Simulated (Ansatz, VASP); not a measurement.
## BN, level by level in two programs

```xyz
2
Lattice="1.2342 0.7126 3.3273 -1.2342 0.7126 3.3273 0.0000 -1.4251 3.3273" Properties=species:S:1:pos:R:3 pbc="T T T"
N     0.0000    0.0000    6.6604
B     0.0000    0.0000    0.0033
```

Single points on this cell with VASP 6.6.1 and Ansatz 0.2.0. Each row is one pair of runs. Alike in all rows: spin: off; smearing: fermi-dirac, width 0.05 eV.

| level | k mesh | VASP's potentials, cutoff | Ansatz's potentials, cutoff | gap on the k mesh at the Fermi level (eV), VASP | gap on the k mesh at the Fermi level (eV), Ansatz | least direct gap on the mesh (eV), VASP | least direct gap on the mesh (eV), Ansatz | pressure (GPa), VASP | pressure (GPa), Ansatz |
| --- | --- | --- | --- | --- | --- | --- | --- | --- | --- |
| LDA | 12 × 12 × 12 | VASP PAW LDA potentials, release 64 (N, B), 520 eV | Ansatz PAW, 420 eV | 4.14 | ? | 4.65 | ? | 6.5 | ? |
| r2SCAN | 12 × 12 × 12 | VASP PAW PBE potentials, release 64 (N, B), 520 eV | Ansatz PAW, 500 eV | 4.89 | 4.86 | 5.51 | 5.44 | 10.8 | 10.4 |
| PBE0 | 6 × 6 × 6 | VASP PAW PBE potentials, release 64 (N, B), 520 eV | Ansatz PAW, 420 eV | 6.37 | 6.36 | 6.98 | 6.96 | 9.5 | 9.3 |
| PBE0 | 8 × 8 × 8 | VASP PAW PBE potentials, release 64 (N, B), 520 eV | Ansatz PAW, 420 eV | 6.36 | 6.36 | 7.20 | 7.20 | 9.5 | 9.3 |

Fill in what Ansatz gave in row 1.

gap on the k mesh at the Fermi level (eV): 4.15; least direct gap on the mesh (eV): 4.66; pressure (GPa): 6.0.

The k mesh is coarse in some rows, so the values compare programs but aren't converged.
